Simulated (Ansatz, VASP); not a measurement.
# Zn5CdTe6: VASP beside Ansatz

The input INCAR:

```
SYSTEM = Zn5CdTe6
PREC = Accurate ; ENCUT = 520
EDIFF = 1E-6 ; ISMEAR = 0
SIGMA = 0.1 ; LREAL = .False.
LASPH = .True. ; NELM = 60
ALGO = Normal ; ISIF = 2
LWAVE = .False. ; LCHARG = .False.
GGA = PE ; NBANDS = 66
```

The input KPOINTS:

```
regular mesh
0
Gamma
  4 4 1
  0 0 0
```

The input POSCAR:

```
Zn5CdTe6
1.0
    4.4148632000      0.0000000000      0.0000000000
    0.0000000000      4.4148632000      0.0000000000
    0.0000000000      0.0000000000     18.8093430000
Zn Cd Te
5 1 6
Direct
    0.5000000000      0.5000000000      0.1752640000
    0.0000000000      0.0000000000      0.3376370000
    0.5000000000      0.5000000000      0.5000000000
    0.0000000000      0.0000000000      0.6623630000
    0.5000000000      0.5000000000      0.8247360000
    0.0000000000      0.0000000000      0.0000000000
    0.5000000000      0.0000000000      0.2564800000
    0.0000000000      0.5000000000      0.4188180000
    0.5000000000      0.0000000000      0.5811820000
    0.0000000000      0.5000000000      0.7435200000
    0.5000000000      0.0000000000      0.9053910000
    0.0000000000      0.5000000000      0.0946090000
```

Input for Ansatz:

```yaml
crystal:
  lattice:
    - [4.4148632, 0.0, 0.0]
    - [0.0, 4.4148632, 0.0]
    - [0.0, 0.0, 18.809343]
  atoms:
    - { symbol: Zn, position: [0.5, 0.5, 0.175264] }
    - { symbol: Zn, position: [0.0, 0.0, 0.337637] }
    - { symbol: Zn, position: [0.5, 0.5, 0.5] }
    - { symbol: Zn, position: [0.0, 0.0, 0.662363] }
    - { symbol: Zn, position: [0.5, 0.5, 0.824736] }
    - { symbol: Cd, position: [0.0, 0.0, 0.0] }
    - { symbol: Te, position: [0.5, 0.0, 0.25648] }
    - { symbol: Te, position: [0.0, 0.5, 0.418818] }
    - { symbol: Te, position: [0.5, 0.0, 0.581182] }
    - { symbol: Te, position: [0.0, 0.5, 0.74352] }
    - { symbol: Te, position: [0.5, 0.0, 0.905391] }
    - { symbol: Te, position: [0.0, 0.5, 0.094609] }
basis:
  ecutwfc: 420
kpoints:
  mp_grid: { grid: [4, 4, 1] }
hamiltonian:
  xc: pbe
scf:
  occupations: { method: gaussian, width: 0.1 }
  lower_state_search: "off"
output:
  forces: true
  stress: true
  eigenvalues: true
```

Alike in both runs: task single point; functional PBE; k mesh 4 × 4 × 1; occupations gaussian, width 0.1 eV; no spin polarisation.

```csv
,VASP,Ansatz
version,VASP 6.6.1,Ansatz 0.2.0
potentials or method,"VASP PAW PBE potentials, release 64 (Zn, Cd, Te), cutoff 520 eV","scalar-relativistic, plane waves, PAW"
valence electrons in the cell,108,176
```

```csv
,VASP,Ansatz,Ansatz less VASP
gap on the k mesh at the Fermi level (eV),0.93,0.93,+0.001
least direct gap on the mesh (eV),0.93,0.93,+0.001
pressure (GPa),0.2,0.1,-0.08
"traceless stress, the component that is largest in VASP (GPa)",-0.21,-0.21,+0.001
rms of the force components (eV/Å),0.003,0.002,-0.0016
```

Atom by atom the forces differ by 0.002 eV/Å (rms over components). VASP's potentials hold 108 valence electrons a cell and Ansatz's 176, so a difference there can come from the potentials and not from the codes.

Spin-orbit coupling is off throughout.
